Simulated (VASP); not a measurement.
Set up this calculation in VASP 6.6.1, as the native input.

```
Task                   : single point
Functional             : PBE
Potentials or basis    : VASP PAW PBE potentials, release 64 (Zn, Bi_d)
Cutoff                 : 520 eV
k mesh                 : 6 × 6 × 6
Occupations            : gaussian, width 0.1 eV
Spin                   : no spin polarisation
Dipole correction      : no
Further INCAR settings : ALGO = Normal; EDIFF = 1e-06; NBANDS = 26
```

The structure of Zn2Bi lies in POSCAR:

```
Zn2Bi
1.0
    5.0349310903      0.0000000000      0.0000000000
   -2.5174655451      4.3603782305      0.0000000000
    0.0000000000      0.0000000000      3.0579985240
Zn Bi
2 1
Direct
    0.3333333333      0.6666666667      0.5000000000
    0.6666666667      0.3333333333      0.5000000000
    0.0000000000      0.0000000000      0.0000000000
```

One way to write it, as run:

INCAR

```
SYSTEM = Zn2Bi
PREC = Accurate
ENCUT = 520
EDIFF = 1E-6
ISMEAR = 0
SIGMA = 0.1
LREAL = .FALSE.
LASPH = .TRUE.
NELM = 60
ALGO = Normal
ISIF = 2
LWAVE = .FALSE.
LCHARG = .FALSE.
GGA = PE
NBANDS = 26
```

KPOINTS

```
Automatic mesh
0
G
  6 6 6
  0 0 0
```

Potentials or basis: VASP PAW PBE potentials, release 64 (Zn, Bi_d).

Command:

```sh
$ cat potpaw_PBE.64/Zn/POTCAR potpaw_PBE.64/Bi_d/POTCAR > POTCAR
$ mpirun -np 1 vasp_std > vasp.out
```

It gave:

| Quantity | Value |
| --- | --- |
| Pressure | 0.0 GPa |
| Band gap on the k mesh | zero (an odd number of electrons rules out a gap without spin polarisation) |

Caveat: spin-orbit coupling is left out, which moves the levels of the heavy elements.

Wall time 73 s on 1 thread of AMD EPYC 7R43 64-Core Processor (Zen 3), with other jobs on the host, peak memory 0.17 GiB.
